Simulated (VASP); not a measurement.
# AgCl (Fm-3m) in VASP: further runs

The runs below take AgCl through single point, with PBE.

Program: VASP 6.6.1. These are calculated values, not measurements. Logs are shortened: lines on timing, memory, paths and dates and some standing lists are left out, and cuts for length are marked.

## Step 1: The cell of the first run

Symmetry: Fm-3m, No. 225, cubic system. Conventional cell: a = 5.545 Å, b = 5.545 Å, c = 5.545 Å, α = 90.00°, β = 90.00°, γ = 90.00°. Ag (site symmetry m-3m) has 6 Cl at 2.77 Å within 3.7 Å. Within 3.7 Å of Cl (site symmetry m-3m) lie 6 Ag at 2.77 Å.

## Step 2: Single point, PBE

Contents of INCAR:

```
SYSTEM = AgCl
ALGO = Normal ; EDIFF = 1E-7
ENCUT = 520 ; GGA = PE
ISIF = 2 ; ISMEAR = -1
LASPH = .True. ; LCHARG = .False.
LREAL = .False. ; LWAVE = .False.
NBANDS = 16 ; NELM = 100
PREC = Accurate ; SIGMA = 0.01
```

Contents of KPOINTS:

```
k-points
0
Gamma
  9 9 9
  0 0 0
```

Contents of POSCAR:

```
AgCl
1.0
    0.0000000000      2.7726629968      2.7726629968
    2.7726629968      0.0000000000      2.7726629968
    2.7726629968      2.7726629968      0.0000000000
Ag Cl
1 1
Direct
    0.0000000000      0.0000000000      0.0000000000
    0.5000000000      0.5000000000      0.5000000000
```

Potentials or basis: VASP PAW PBE potentials, release 64 (Ag, Cl).

Command:

```bash
$ cat potpaw_PBE.64/Ag/POTCAR potpaw_PBE.64/Cl/POTCAR > POTCAR
$ mpirun -np 1 vasp_std > vasp.out
```

OUTCAR:

```text
SYSTEM = AgCl
   EDIFF = 1E-7
   ENCUT = 520
   GGA = PE
   ISIF = 2
   ISMEAR = -1
   LASPH = .True.
   LREAL = .False.
   NELM = 100
   PREC = Accurate

 ion  position               nearest neighbor table
   1  0.000  0.000  0.000-   2 2.77   2 2.77   2 2.77   2 2.77   2 2.77   2 2.77
   2  0.500  0.500  0.500-   1 2.77   1 2.77   1 2.77   1 2.77   1 2.77   1 2.77

  LATTYP: Found a face centered cubic cell.
 ALAT       =     5.5453259936

  Lattice vectors:

 A1 = (   0.0000000000,   2.7726629968,   2.7726629968)
 A2 = (   2.7726629968,   0.0000000000,   2.7726629968)
 A3 = (   2.7726629968,   2.7726629968,   0.0000000000)

Analysis of symmetry for initial positions (statically):
=====================================================================
 Subroutine PRICEL returns:
 Original cell was already a primitive cell.

 Routine SETGRP: Setting up the symmetry group for a
 face centered cubic supercell.

 Subroutine GETGRP returns: Found 48 space group operations
 (whereof 48 operations were pure point group operations)
 out of a pool of 48 trial point group operations.

The static configuration has the point symmetry O_h .

Analysis of symmetry for dynamics (positions and initial velocities):
=====================================================================
 Subroutine PRICEL returns:
 Original cell was already a primitive cell.

 Routine SETGRP: Setting up the symmetry group for a
 face centered cubic supercell.

 Subroutine GETGRP returns: Found 48 space group operations
 (whereof 48 operations were pure point group operations)
 out of a pool of 48 trial point group operations.

The dynamic configuration has the point symmetry O_h .

 Subroutine INISYM returns: Found 48 space group operations
 (whereof 48 operations are pure point group operations),
 and found     1 'primitive' translations

----------------------------------------------------------------------------------------

                                     Primitive cell

  volume of cell :      42.6306

  direct lattice vectors                    reciprocal lattice vectors
     0.000000000  2.772662997  2.772662997    -0.180332049  0.180332049  0.180332049
     2.772662997  0.000000000  2.772662997     0.180332049 -0.180332049  0.180332049
     2.772662997  2.772662997  0.000000000     0.180332049  0.180332049 -0.180332049

  length of vectors
     3.921137614  3.921137614  3.921137614     0.312344271  0.312344271  0.312344271

  position of ions in fractional coordinates (direct lattice)
     0.000000000  0.000000000  0.000000000
     0.500000000  0.500000000  0.500000000

  ion indices of the primitive-cell ions
   primitive index   ion index
                 1           1
                 2           2

----------------------------------------------------------------------------------------

 KPOINTS: k-points

Automatic generation of k-mesh.
 Grid dimensions read from file:
 generate k-points for:    9    9    9

 Generating k-lattice:

  Cartesian coordinates                     Fractional coordinates (reciprocal lattice)
    -0.020036894  0.020036894  0.020036894     0.111111111  0.000000000  0.000000000
     0.020036894 -0.020036894  0.020036894     0.000000000  0.111111111  0.000000000
     0.020036894  0.020036894 -0.020036894     0.000000000  0.000000000  0.111111111

  Length of vectors
     0.034704919  0.034704919  0.034704919

  Shift w.r.t. Gamma in fractional coordinates (k-lattice)
     0.000000000  0.000000000  0.000000000

 Subroutine IBZKPT returns following result:
 ===========================================

 Found     35 irreducible k-points:

 Following reciprocal coordinates:
            Coordinates               Weight
  0.000000  0.000000  0.000000      1.000000
  0.111111  0.000000  0.000000      8.000000
  0.222222  0.000000  0.000000      8.000000
  0.333333  0.000000  0.000000      8.000000
  0.444444  0.000000  0.000000      8.000000
  0.111111  0.111111  0.000000      6.000000
[... 16 lines left out ...]
 -0.333333  0.333333  0.000000     12.000000
  0.444444  0.444444  0.000000      6.000000
 [... further k-points ...]
   k-points           NKPTS =     35   k-points in BZ     NKDIM =     35   number of bands    NBANDS=     16
   number of dos      NEDOS =    301   number of ions     NIONS =      2
   total plane-waves  NPLWV =  27000
   dimension x,y,z NGX =    30 NGY =   30 NGZ =   30
   dimension x,y,z NGXF=    60 NGYF=   60 NGZF=   60
   ions per type =               1   1
   NGX,Y,Z   is equivalent  to a cutoff of  12.72, 12.72, 12.72 a.u.
   NGXF,Y,Z  is equivalent  to a cutoff of  25.44, 25.44, 25.44 a.u.
 SYSTEM =  AgCl
   PREC   = accura    normal or accurate (medium, high low for compatibility)
   ISTART =      0    job   : 0-new  1-cont  2-samecut
   ICHARG =      2    charge: 1-file 2-atom 10-const
   ISPIN  =      1    spin polarized calculation?
   LNONCOLLINEAR =      F non collinear calculations
   LSORBIT =      F    spin-orbit coupling
   LASPH  =      T    aspherical Exc in radial PAW
   ENCUT  =  520.0 eV  38.22 Ry    6.18 a.u.   7.29  7.29  7.29*2*pi/ulx,y,z
   NELM   =    100;   NELMIN=  2; NELMDL= -5     # of ELM steps
   EDIFF  = 0.1E-06   stopping-criterion for ELM
   LREAL  =      F    real-space projection
   EDIFFG = 0.1E-05   stopping-criterion for IOM
   NSW    =      0    number of steps for IOM
   IBRION =     -1    ionic relax: 0-MD 1-quasi-New 2-CG
   NFREE  =      0    steps in history (QN), initial steepest desc. (CG)
   ISIF   =      2    stress and relaxation
   ISYM   =      2    0-nonsym 1-usesym 2-fastsym
   POTIM  = 0.5000    time-step for ionic-motion
   TEBEG  =    0.0;   TEEND  =   0.0 temperature during run
   PSTRESS=    0.0 pullay stress
   NELECT =      18.0000    total number of electrons
   NUPDOWN=      -1.0000    fix difference up-down
   EMIN   =  10.00;   EMAX   =-10.00  energy-range for DOS
   EFERMI =   0.00;   METHOD = LEGACY
   ISMEAR =    -1;   SIGMA  =   0.01  broadening in eV -4-tet -1-fermi 0-gaus
   EFERMI_NEDOS =   21; number of points for ismear=-14 and -15
   IALGO  =     38    algorithm
   IMIX   =      4    mixing-type and parameters
     AMIX     =   0.40;   BMIX     =  1.00
     AMIX_MAG =   1.60;   BMIX_MAG =  1.00
  volume/ion in A,a.u.               =      21.32       143.84
  Fermi-wavevector in a.u.,A,eV,Ry     =   1.228170  2.320905 20.523058  1.508402
  Thomas-Fermi vector in A             =   2.363106
   LORBIT       =      0    0 simple, 1 ext, 2 COOP (PROOUT), +10 PAW based schemes
   GGA     = PE    functional components
   LHFCALC =     F    Hartree Fock is set to
   AEXX    =    0.0000 exact exchange contribution
   IVDW    =     0    specifies the selected vdW correction
   LEPSILON=     F    determine dielectric tensor
   LRPA    =     F    only Hartree local field effects (RPA)
 non-spin polarized calculation
  energy-cutoff  :      520.00
  volume of cell :       42.63
 maximum number of plane-waves:      1158
 NGX is ok and might be reduce to    30
   NGX = 15   NGY = 15   NGZ = 15

 number of electron      18.0000005 magnetization

 Free energy of the ion-electron system (eV)
  ---------------------------------------------------
  ext. energy  EPLUGINS =         0.00000000
  ---------------------------------------------------
  free energy    TOTEN  =        -5.39421577 eV

  energy without entropy =       -5.39421577  energy(sigma->0) =       -5.39421577

 E-fermi :   4.0555     XC(G=0):  -9.9681

 val. band max:        3.7782570502   @ k =   0.4444   0.0000   0.0000
 cond. band min:       4.7326989920   @ k =   0.0000   0.0000   0.0000
 fundamental gap:      0.9544419418
 Fermi energy:         4.0555168615

 k-point     1 :       0.0000    0.0000    0.0000
  band No.  band energies     occupation
      1     -11.3279      2.00000
      2       1.3827      2.00000
      3       1.3827      2.00000
      4       1.3827      2.00000
      5       1.4237      2.00000
      6       1.4237      2.00000
[... 8 lines left out ...]
     15      17.1440      0.00000
     16      17.1440      0.00000

 k-point     2 :       0.1111    0.0000    0.0000
  band No.  band energies     occupation
      1     -11.2801      2.00000
      2       0.7822      2.00000
      3       0.8047      2.00000
      4       0.8047      2.00000
      5       1.4269      2.00000
      6       1.4269      2.00000
[... 8 lines left out ...]
     15      15.9408      0.00000
     16      16.5854      0.00000

 k-point     3 :       0.2222    0.0000    0.0000
  band No.  band energies     occupation
      1     -11.1549      2.00000
      2      -0.1384      2.00000
      3       0.2673      2.00000
      4       0.2673      2.00000
      5       1.5316      2.00000
      6       1.5316      2.00000
[... 8 lines left out ...]
     15      15.9657      0.00000
     16      16.4381      0.00000

 k-point     4 :       0.3333    0.0000    0.0000
  band No.  band energies     occupation
      1     -11.0047      2.00000
      2      -0.9214      2.00000
      3      -0.1132      2.00000
      4      -0.1132      2.00000
      5       1.6549      2.00000
      6       1.6549      2.00000
[... 8 lines left out ...]
     15      16.6584      0.00000
     16      16.6584      0.00000

 k-point     5 :       0.4444    0.0000    0.0000
  band No.  band energies     occupation
      1     -10.9014      2.00000
      2      -1.3617      2.00000
      3      -0.3098      2.00000
      4      -0.3098      2.00000
      5       1.7381      2.00000
      6       1.7381      2.00000
[... 8 lines left out ...]
     15      17.4101      0.00000
     16      17.4101      0.00000

 k-point     6 :       0.1111    0.1111    0.0000
  band No.  band energies     occupation
      1     -11.2655      2.00000
      2       0.3181      2.00000
      3       1.0569      2.00000
      4       1.0569      2.00000
      5       1.3440      2.00000
      6       1.4455      2.00000
[... 8 lines left out ...]
     15      17.5994      0.00000
     16      17.7555      0.00000

 k-point     7 :       0.2222    0.1111    0.0000
  band No.  band energies     occupation
      1     -11.1699      2.00000
      2      -0.2232      2.00000
      3       0.5659      2.00000
      4       0.6185      2.00000
      5       1.3971      2.00000
      6       1.5490      2.00000
[... 8 lines left out ...]
     15      17.1489      0.00000
     16      17.6673      0.00000

 k-point     8 :       0.3333    0.1111    0.0000
  band No.  band energies     occupation
      1     -11.0322      2.00000
      2      -0.7506      2.00000
      3       0.0005      2.00000
      4       0.1485      2.00000
      5       1.5178      2.00000
      6       1.6776      2.00000
[... 8 lines left out ...]
     15      17.3630      0.00000
     16      17.5215      0.00000

 k-point     9 :       0.4444    0.1111    0.0000
  band No.  band energies     occupation
      1     -10.9156      2.00000
      2      -1.1692      2.00000
      3      -0.2861      2.00000
      4      -0.1709      2.00000
      5       1.6510      2.00000
      6       1.7545      2.00000
[... 8 lines left out ...]
     15      17.7671      0.00000
     16      17.9424      0.00000
[... 172 lines left out ...]
 k-point    19 :      -0.2222    0.2222    0.0000
  band No.  band energies     occupation
      1     -10.9711      2.00000
      2      -0.8840      2.00000
      3      -0.2206      2.00000
      4       0.2113      2.00000
      5       1.6061      2.00000
      6       1.7236      2.00000
[... 8 lines left out ...]
     15      18.1981      0.00000
     16      19.1789      0.00000

 k-point    20 :       0.3333    0.3333    0.0000
  band No.  band energies     occupation
      1     -10.9657      2.00000
      2      -0.7661      2.00000
      3       0.7258      2.00000
      4       0.7258      2.00000
      5       1.1376      2.00000
      6       1.5648      2.00000
[... 8 lines left out ...]
     15      18.7128      0.00000
     16      20.1163      0.00000

 k-point    21 :       0.4444    0.3333    0.0000
  band No.  band energies     occupation
      1     -10.9022      2.00000
      2      -0.6871      2.00000
      3       0.3571      2.00000
      4       0.4761      2.00000
      5       1.2732      2.00000
      6       1.7716      2.00000
[... 8 lines left out ...]
     15      18.9088      0.00000
     16      19.4355      0.00000

 k-point    22 :      -0.4444    0.3333    0.0000
  band No.  band energies     occupation
      1     -10.8559      2.00000
      2      -0.5261      2.00000
      3      -0.1889      2.00000
      4       0.1130      2.00000
      5       1.4680      2.00000
      6       1.8192      2.00000
[... 8 lines left out ...]
     15      17.9330      0.00000
     16      19.4079      0.00000

 k-point    23 :      -0.3333    0.3333    0.0000
  band No.  band energies     occupation
      1     -10.8490      2.00000
      2      -0.7352      2.00000
      3      -0.2383      2.00000
      4      -0.1478      2.00000
      5       1.6377      2.00000
      6       1.7654      2.00000
[... 8 lines left out ...]
     15      16.9113      0.00000
     16      20.0621      0.00000

 k-point    24 :       0.4444    0.4444    0.0000
  band No.  band energies     occupation
      1     -10.8811      2.00000
      2      -0.5645      2.00000
      3       0.7542      2.00000
      4       0.7542      2.00000
      5       1.0669      2.00000
      6       1.6068      2.00000
[... 8 lines left out ...]
     15      19.2122      0.00000
     16      19.2135      0.00000

 [... further k-points ...]
[... 5 lines left out ...]
  --------------------------------------------------------------------------------------
  -------------------------------------------------------------------------------------
  Total        0.3974344      0.3974344      0.3974344      0.0000000      0.0000000     -0.0000000
  in kB       14.9367046     14.9367046     14.9367046      0.0000000      0.0000000     -0.0000000
  external PRESSURE =      14.9367046 kB  Pullay stress =       0.0000000 kB

 VOLUME and BASIS-vectors are now :
 -----------------------------------------------------------------------------
  energy-cutoff  :      520.00
  volume of cell :       42.63
      direct lattice vectors                 reciprocal lattice vectors
     0.000000000  2.772662997  2.772662997    -0.180332049  0.180332049  0.180332049
     2.772662997  0.000000000  2.772662997     0.180332049 -0.180332049  0.180332049
     2.772662997  2.772662997  0.000000000     0.180332049  0.180332049 -0.180332049

 POSITION                                       TOTAL-FORCE (eV/Angst)
 -----------------------------------------------------------------------------------
      0.00000      0.00000      0.00000         0.000000      0.000000      0.000000
      2.77266      2.77266      2.77266         0.000000      0.000000      0.000000
 -----------------------------------------------------------------------------------
    total drift:                               -0.000000      0.000000      0.000000

  FREE ENERGIE OF THE ION-ELECTRON SYSTEM (eV)
  ---------------------------------------------------
  free  energy   TOTEN  =        -5.3942157745 eV

  energy  without entropy=       -5.3942157745  energy(sigma->0) =       -5.39421577
```

Wall time 28 s (1 thread of Intel Xeon 8259CL, shared host); peak memory 0.18 GiB.

What came out:

```yaml
Free_energy: -5.3942 eV
Pressure: 1.5 GPa
Band_gap_on_the_k_mesh: 0.95 eV (least direct gap 3.14 eV)
```

Caveat: an odd mesh through Γ misses points on the zone boundary, where band edges can lie.

## Step 3: Single point, PBE, non-collinear spin, zero start, spin-orbit coupling

Contents of INCAR:

```
PREC = Accurate
ENCUT = 520
EDIFF = 1E-6
ISMEAR = -1
SIGMA = 0.01
LREAL = False
LASPH = True
NELM = 150
ALGO = Normal
ISIF = 2
LWAVE = False
LCHARG = False
MAGMOM = 0 0 0 0 0 0
LORBIT = 11
LSORBIT = True
GGA_COMPAT = False
LORBMOM = True
LMAXMIX = 4
GGA = PE
NBANDS = 30
```

Contents of KPOINTS:

```
regular mesh
0
Gamma
  9 9 9
```

POSCAR is that of step 2.

Potentials or basis: VASP PAW PBE potentials, release 64 (Ag, Cl).

Command:

```bash
$ cat potpaw_PBE.64/Ag/POTCAR potpaw_PBE.64/Cl/POTCAR > POTCAR
$ mpirun -np 1 vasp_ncl > vasp.out
```

It took 2 min on 1 thread of Intel Xeon 8259CL, shared host; peak memory 0.31 GiB.

Results (log left out):

* Free energy: -5.4147 eV
* Pressure: 1.5 GPa
* Net moment: 0.00 μB per cell
* Valence electrons inside the program's atomic spheres: Ag 9.71; Cl 5.08

Moments on the atoms (μB; x, y, z):
```
Ag  0.00 0.00 0.00
Cl  0.00 0.00 0.00
```
